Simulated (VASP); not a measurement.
# CsRe (P4/nmm) in VASP: a series of runs, part 2 of 2

VASP 6.6.1.

## (3) Relaxation of cell and atoms, PBE

This run uses another cell than the first one, of 36.11 Å³/atom.

Input file INCAR:

```
SYSTEM = CsRe
  PREC = Accurate
  ENCUT = 600
  EDIFF = 1E-6
  ISMEAR = 0
  SIGMA = 0.1
  LREAL = .FALSE.
  LASPH = .TRUE.
  NELM = 100
  ALGO = Normal
  ISIF = 3
  LWAVE = .FALSE.
  LCHARG = .FALSE.
  GGA = PE
  IBRION = 2
  NSW = 90
  EDIFFG = -0.04
```

Input file KPOINTS:

```
regular mesh
0
G
  6 6 2
  0 0 0
```

Input file POSCAR:

```
CsRe
1.0
    3.5119260062      0.0000000000      0.0000000000
    0.0000000000      3.5119260062      0.0000000000
    0.0000000000      0.0000000000     11.7107856385
Cs Re
2 2
Direct
    0.5000000000      0.0000000000      0.2721217865
    0.0000000000      0.5000000000      0.7278782135
    0.5000000000      0.0000000000      0.9767024955
    0.0000000000      0.5000000000      0.0232975045
```

Potentials or basis: VASP PAW PBE potentials, release 64 (Cs_sv, Re).

The run is started by

```sh
$ cat potpaw_PBE.64/Cs_sv/POTCAR potpaw_PBE.64/Re/POTCAR > POTCAR
$ mpirun -np 1 vasp_std > vasp.out
```

Run time: 1.9 min. Hardware: 1 thread of AMD EPYC 9R45 (Zen 5), shared host; peak memory 0.28 GiB.

The run converged. Its results:

```yaml
Free_energy: -22.3935 eV
Relaxed_volume: 36.44 Å³/atom
Relaxed_cell: a = 3.527 Å, b = 3.527 Å, c = 11.714 Å, α = 90.00°, β = 90.00°, γ = 90.00°
Space_group_after_relaxing_to_0.1_Å: P4/nmm (No. 129)
Energy_gained_by_relaxing: 12.6 meV/atom
Ionic_steps: 5
Pressure_after_relaxing: 0.0 GPa
Largest_force_after_relaxing: 0.028 eV/Å
Band_gap_on_the_k_mesh: zero (bands 16 and 17 overlap by 0.68 eV)
```

Forces on the atoms (eV/Å):
```
Cs   0.000  0.000 -0.028
Cs   0.000  0.000  0.028
Re   0.000  0.000 -0.017
Re   0.000  0.000  0.017
```

The path:
| step | energy change (eV) | largest force (eV/Å) | pressure (GPa) | volume (Å³) |
| --- | --- | --- | --- | --- |
| 1 | 0.0000 | 0.9550 | 0.05 | 144.44 |
| 2 | -0.0481 | 0.0646 | 0.50 | 144.68 |
| 3 | -0.0482 | 0.0174 | 0.49 | 144.67 |
| 4 | -0.0476 | 0.0432 | -0.51 | 146.99 |
| 5 | -0.0502 | 0.0282 | 0.01 | 145.74 |

Final structure:
```
CELL_PARAMETERS angstrom
3.52727 0.00000 0.00000
0.00000 3.52727 0.00000
0.00000 0.00000 11.71422
ATOMIC_POSITIONS crystal
Cs 0.50000 0.00000 0.27227
Cs 0.00000 0.50000 0.72773
Re 0.50000 0.00000 0.98065
Re 0.00000 0.50000 0.01935
```

Levels at points of the mesh, in eV from the Fermi level:
```
           k point  band 14  band 15  band 16  band 17  band 18  band 19
(0.00, 0.00, 0.00)    -1.69    -0.78    -0.44    -0.29     1.05     1.48
(0.50, 0.00, 0.00)    -2.14    -0.53    -0.53     0.77     0.77     1.16
(0.50, 0.50, 0.00)    -1.24     0.39     0.39     0.45     0.45     0.65
(0.00, 0.00, 0.50)    -1.69    -1.51    -0.44     0.64     0.67     1.48
(0.50, 0.00, 0.50)    -2.15    -0.53    -0.53     0.83     0.83     1.16
(0.50, 0.50, 0.50)    -1.21     0.30     0.30     0.49     0.49     0.65
```

Caveat: spin-orbit coupling is left out, which moves the levels of the heavy elements.

## (4) Single point, PBE

This run uses another cell than the first one, of 36.71 Å³/atom.

Input file INCAR:

```
PREC = Accurate ; ENCUT = 520
EDIFF = 1E-7 ; ISMEAR = 0
SIGMA = 0.1 ; LREAL = False
LASPH = True ; NELM = 80
ALGO = Fast ; ISIF = 2
LWAVE = False ; LCHARG = True
GGA = PE ; LELF = True
LVHAR = True ; NBANDS = 24
```

Input file KPOINTS:

```
Automatic mesh
0
Gamma
  14 14 4
```

Input file POSCAR:

```
CsRe
1.0
    3.5174912258      0.0000000000      0.0000000000
    0.0000000000      3.5174912258      0.0000000000
    0.0000000000      0.0000000000     11.8684771967
Cs Re
2 2
Direct
    0.5000000000      0.0000000000      0.2687316900
    0.0000000000      0.5000000000      0.7312683100
    0.5000000000      0.0000000000      0.9778983081
    0.0000000000      0.5000000000      0.0221016919
```

Potentials or basis: VASP PAW PBE potentials, release 64 (Cs_sv, Re).

The run is started by

```sh
$ cat potpaw_PBE.64/Cs_sv/POTCAR potpaw_PBE.64/Re/POTCAR > POTCAR
$ mpirun -np 1 vasp_std > vasp.out
```

OUTCAR:

```text
PREC = Accurate
   ENCUT = 520
   EDIFF = 1E-7
   ISMEAR = 0
   LREAL = False
   LASPH = True
   NELM = 80
   ISIF = 2
   GGA = PE

 ion  position               nearest neighbor table
   1  0.500  0.000  0.269-
   2  0.000  0.500  0.731-
   3  0.500  0.000  0.978-   4 2.54   4 2.54   4 2.54   4 2.54
   4  0.000  0.500  0.022-   3 2.54   3 2.54   3 2.54   3 2.54

  LATTYP: Found a simple tetragonal cell.
 ALAT       =     3.5174912258
 C/A-ratio  =     3.3741312870

  Lattice vectors:

 A1 = (   3.5174912258,   0.0000000000,   0.0000000000)
 A2 = (   0.0000000000,   3.5174912258,   0.0000000000)
 A3 = (   0.0000000000,   0.0000000000,  11.8684771967)

Analysis of symmetry for initial positions (statically):
=====================================================================
 Subroutine PRICEL returns:
 Original cell was already a primitive cell.

 Routine SETGRP: Setting up the symmetry group for a
 simple tetragonal supercell.

 Subroutine GETGRP returns: Found 16 space group operations
 (whereof  8 operations were pure point group operations)
[... 171 lines left out ...]

 E-fermi :   3.3194     XC(G=0):  -8.7025

 val. band max:        3.2960224452   @ k =   0.2143   0.0714   0.0000
 cond. band min:       3.3364506620   @ k =   0.2143   0.0000   0.2500
 fundamental gap:      0.0404282168
 Fermi energy:         3.3194024237

 k-point     1 :       0.0000    0.0000    0.0000
  band No.  band energies     occupation
      1     -20.2863      2.00000
      2     -20.2835      2.00000
      3      -7.2552      2.00000
      4      -7.0724      2.00000
      5      -5.8563      2.00000
      6      -5.8563      2.00000
[... 637 lines left out ...]
     23       6.0329      0.00000
     24       6.9344      0.00000

 [... further k-points ...]

------------------------ aborting loop because EDIFF is reached ----------------------------------------

  FORCE on cell =-STRESS in cart. coord.  units (eV):
  Direction    XX          YY          ZZ          XY          YZ          ZX
  --------------------------------------------------------------------------------------
  -------------------------------------------------------------------------------------
  Total       -0.2730283     -0.2730283      0.0387995      0.0000000      0.0000000      0.0000000
  in kB       -2.9789091     -2.9789091      0.4233270      0.0000000      0.0000000      0.0000000
  external PRESSURE =      -1.8448304 kB  Pullay stress =       0.0000000 kB

 VOLUME and BASIS-vectors are now :
 -----------------------------------------------------------------------------
  energy-cutoff  :      520.00
  volume of cell :      146.85
      direct lattice vectors                 reciprocal lattice vectors
     3.517491226  0.000000000  0.000000000     0.284293531  0.000000000  0.000000000
     0.000000000  3.517491226  0.000000000     0.000000000  0.284293531  0.000000000
     0.000000000  0.000000000 11.868477197     0.000000000  0.000000000  0.084256808

 POSITION                                       TOTAL-FORCE (eV/Angst)
 -----------------------------------------------------------------------------------
      1.75875      0.00000      3.18944         0.000000     -0.000000      0.014070
      0.00000      1.75875      8.67904         0.000000     -0.000000     -0.014070
      1.75875      0.00000     11.60616         0.000000     -0.000000      0.051391
      0.00000      1.75875      0.26231         0.000000      0.000000     -0.051391
 -----------------------------------------------------------------------------------
    total drift:                                0.000000     -0.000000     -0.000000

  FREE ENERGIE OF THE ION-ELECTRON SYSTEM (eV)
  ---------------------------------------------------
  free  energy   TOTEN  =       -22.3784958441 eV

  energy  without entropy=      -22.3628994069  energy(sigma->0) =      -22.37069763
```

Run time: 6.5 min. Hardware: 1 thread of AMD EPYC 9R45 (Zen 5), shared host; peak memory 0.46 GiB.

Results:

```yaml
Free_energy: -22.3785 eV
Pressure: -0.2 GPa
Largest_force: 0.051 eV/Å
Band_gap_on_the_k_mesh: zero (bands 16 and 17 overlap by 0.62 eV)
```

Forces in eV/Å, atoms in the order of the input:
```
Cs   0.000  0.000  0.014
Cs   0.000  0.000 -0.014
Re   0.000  0.000  0.051
Re   0.000  0.000 -0.051
```

Caveat: spin-orbit coupling is left out, which moves the levels of the heavy elements.

## (5) Summary

| task | cell | k mesh | cutoff (eV) | gap on the mesh (eV) | pressure (GPa) | relaxed volume (Å³/atom) | largest force (eV/Å) |
| --- | --- | --- | --- | --- | --- | --- | --- |
| relaxation of cell and atoms | relaxed from a = 4.625, b = 4.625, c = 6.888 Å, 4 atoms, atomic positions A | 4 × 4 × 4 | 600 | none | 0.1 | 35.17 | 0.03 |
| relaxation of cell and atoms | relaxed from a = 3.512, b = 3.512, c = 11.711 Å, 4 atoms, atomic positions B | 6 × 6 × 2 | 600 | none | 0.0 | 36.44 | 0.03 |
| single point | a = 3.517, b = 3.517, c = 11.868 Å, 4 atoms, atomic positions C | 14 × 14 × 4 | 520 | none | -0.2 | - | 0.05 |

Alike in all rows: level PBE; potentials or basis VASP PAW PBE potentials, release 64 (Cs_sv, Re); no spin polarisation; smearing gaussian 0.1 eV.

Caveats: spin-orbit coupling is left out, which moves the levels of the heavy elements; a cell axis changed by over 15 % at a fixed basis, so the end point is rough (at least some runs).

Absolute energies hang on the potentials; compare differences alone.

The gap in the log of VASP goes by the Fermi energy; the results here count the filled bands.